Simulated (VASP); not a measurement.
Write the native input for VASP 6.6.1 that does the following.

- Task: G0W0 quasiparticle levels
- Functional: PBEsol
- Potentials or basis: VASP PAW PBE potentials, release 64 (Mg_GW, O_GW)
- Cutoff: 500 eV
- k mesh: 6 × 6 × 6
- Occupations: gaussian, width 0.01 eV
- Spin: no spin polarisation
- Dipole correction: no
- GW scheme: G0W0
- GW iterations: 1
- Cutoff of the response function: 80
- Frequency points: 48
- Empty bands: 44
- Further INCAR settings: ALGO = EVGW0; EDIFF = 1e-08; NBANDS = 48

Crystal: MgO.

```
CELL_PARAMETERS angstrom
0.00000 2.10850 2.10850
2.10850 0.00000 2.10850
2.10850 2.10850 0.00000
ATOMIC_POSITIONS crystal
Mg 0.00000 0.00000 0.00000
O 0.50000 0.50000 0.50000
```

One way to write it, as run:

POSCAR

```
MgO
1.0
    0.0000000000      2.1085000000      2.1085000000
    2.1085000000      0.0000000000      2.1085000000
    2.1085000000      2.1085000000      0.0000000000
Mg O
1 1
Direct
    0.0000000000      0.0000000000      0.0000000000
    0.5000000000      0.5000000000      0.5000000000
```

INCAR.step1

```
PREC     = Accurate       # precision mode
ENCUT    = 500            # plane-wave cutoff, eV
EDIFF    = 1E-8           # SCF threshold, eV
ISMEAR   = 0              # smearing method
SIGMA    = 0.01           # smearing width, eV
LREAL    = False          # projectors in reciprocal space
LASPH    = True           # aspherical terms in the spheres
NELM     = 60             # most SCF steps
ALGO     = Normal         # electronic algorithm
LWAVE    = True           # write WAVECAR
LCHARG   = False          # write CHGCAR
GGA      = PS             # functional
```

INCAR.step2

```
PREC     = Accurate       # precision mode
ENCUT    = 500            # plane-wave cutoff, eV
EDIFF    = 1E-8           # SCF threshold, eV
ISMEAR   = 0              # smearing method
SIGMA    = 0.01           # smearing width, eV
LREAL    = False          # projectors in reciprocal space
LASPH    = True           # aspherical terms in the spheres
NELM     = 1              # most SCF steps
ALGO     = Exact          # electronic algorithm
LWAVE    = True           # write WAVECAR
LCHARG   = False          # write CHGCAR
GGA      = PS             # functional
NBANDS   = 48             # bands
LOPTICS  = True           # frequency-dependent dielectric function
ISTART   = 1
```

INCAR.step3

```
PREC     = Accurate       # precision mode
ENCUT    = 500            # plane-wave cutoff, eV
EDIFF    = 1E-8           # SCF threshold, eV
ISMEAR   = 0              # smearing method
SIGMA    = 0.01           # smearing width, eV
LREAL    = False          # projectors in reciprocal space
LASPH    = True           # aspherical terms in the spheres
ALGO     = EVGW0          # electronic algorithm
LWAVE    = False          # write WAVECAR
LCHARG   = False          # write CHGCAR
GGA      = PS             # functional
NELMGW   = 1            
NBANDS   = 48             # bands
ENCUTGW  = 80.0           # cutoff of the response function
NOMEGA   = 48             # frequency points
PRECFOCK = Fast         
ISTART   = 1            
NBANDSGW = 12
```

KPOINTS

```
Automatic mesh
0
Gamma
  6 6 6
```

Potentials or basis: VASP PAW PBE potentials, release 64 (Mg_GW, O_GW).

Command:

```console
$ cat potpaw_PBE.64/Mg_GW/POTCAR potpaw_PBE.64/O_GW/POTCAR > POTCAR
$ cp INCAR.step1 INCAR
$ mpirun -np 1 vasp_std > vasp.out
$ cp INCAR.step2 INCAR
$ mpirun -np 1 vasp_std > vasp.out
$ cp INCAR.step3 INCAR
$ mpirun -np 1 vasp_std > vasp.out
```

Results of the run:

```json
{
 "Band gap on the k mesh, mean-field level": "4.60 eV, direct",
 "Quasiparticle gap": "6.95 eV",
 "Least direct quasiparticle gap": "6.95 eV"
}
```

Caveat: the k points lie up to 0.43 Å⁻¹ apart; bands, screening cutoff and mesh are small and nothing is extrapolated, so the quasiparticle values aren't converged.

It took 120 s on 1 thread of Intel(R) Xeon(R) Platinum 8259CL CPU @ 2.50GHz (Skylake/Cascade Lake), on a shared host, peak memory 0.26 GiB.
